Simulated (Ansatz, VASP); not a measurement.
**Two plane-wave programs on TlSi4Cl**

File INCAR:

```
PREC = Accurate
ENCUT = 520
EDIFF = 1E-6
ISMEAR = 1
SIGMA = 0.0484
LREAL = F
LASPH = T
NELM = 100
ALGO = Normal
ISIF = 2
LWAVE = F
LCHARG = F
GGA = PE
NBANDS = 27
```

File KPOINTS:

```
regular mesh
0
Gamma
  7 7 7
```

POSCAR

```
TlSi4Cl
1.0
    0.0000000000      4.2092200000      4.2092200000
    4.2092200000      0.0000000000      4.2092200000
    4.2092200000      4.2092200000      0.0000000000
Tl Cl Si
1 1 4
Direct
    0.5000000000      0.5000000000      0.5000000000
    0.0000000000      0.0000000000      0.0000000000
    0.1270000000      0.1270000000      0.1270000000
    0.6190000000      0.1270000000      0.1270000000
    0.1270000000      0.1270000000      0.6190000000
    0.1270000000      0.6190000000      0.1270000000
```

Input for Ansatz:

```yaml
crystal:
  lattice:
    - [0.0, 4.20922, 4.20922]
    - [4.20922, 0.0, 4.20922]
    - [4.20922, 4.20922, 0.0]
  atoms:
    - { symbol: Tl, position: [0.5, 0.5, 0.5] }
    - { symbol: Cl, position: [0.0, 0.0, 0.0] }
    - { symbol: Si, position: [0.127, 0.127, 0.127] }
    - { symbol: Si, position: [0.619, 0.127, 0.127] }
    - { symbol: Si, position: [0.127, 0.127, 0.619] }
    - { symbol: Si, position: [0.127, 0.619, 0.127] }
  symmetry: { tolerance: 0.0003 }
kpoints:
  mp_grid: { grid: [7, 7, 7], shift: [0, 0, 0] }
  band_path:
    path:
      - [0.0, 0.0, 0.0]
      - [-0.5, -0.5, 0.0]
      - [-0.375, -0.375, 0.25]
      - [-0.375, 0.0, 0.375]
      - [0.0, 0.0, 0.0]
      - [0.0, 0.0, 0.5]
      - [-0.5, -0.25, 0.25]
      - [-0.5, -0.5, 0.0]
    npoints: 8
magnetization:
  spin_polarized: false
scf:
  occupations: { method: cold, width: 0.0484 }
  lower_state_search: "off"
  max_iter: 200
hamiltonian:
  pseudopotentials: { kind: paw }
  xc: pbe
basis:
  ecutwfc: 420
  fft_grid_basis: typed
output:
  forces: true
  stress: true
  eigenvalues: true
  bader: true
  populations: true
  elf: true
  write_potential: true
  volumetric_format: npy
  dos:
    e_range: [-12, 8]
    de: 0.05
    projected: { site_lists: { Cl: [Cl], Si: [Si], Tl: [Tl] } }
checkpoint:
  read: saved_state
```

Alike in both runs: task single point; functional PBE; k mesh 7 × 7 × 7; no spin polarisation.

|  | VASP | Ansatz |
| --- | --- | --- |
| version | VASP 6.6.1 | Ansatz 0.2.0 |
| potentials or method | VASP PAW PBE potentials, release 64 (Tl_d, Cl, Si), cutoff 520 eV | PAW plane waves |
| occupations | methfessel-paxton of order 1, width 0.0484 eV | cold, width 0.0484 eV |
| valence electrons in the cell | 36 | 36 |

Ansatz gave:

* pressure (GPa): 19.6
* rms of the force components (eV/Å): 3.862

Problem. Estimate VASP's values.

Solution. Pressure (GPa): 19.6; rms of the force components (eV/Å): 3.873.

Atom by atom the forces differ by 0.011 eV/Å (rms over components).

Neither program's run includes spin-orbit coupling.
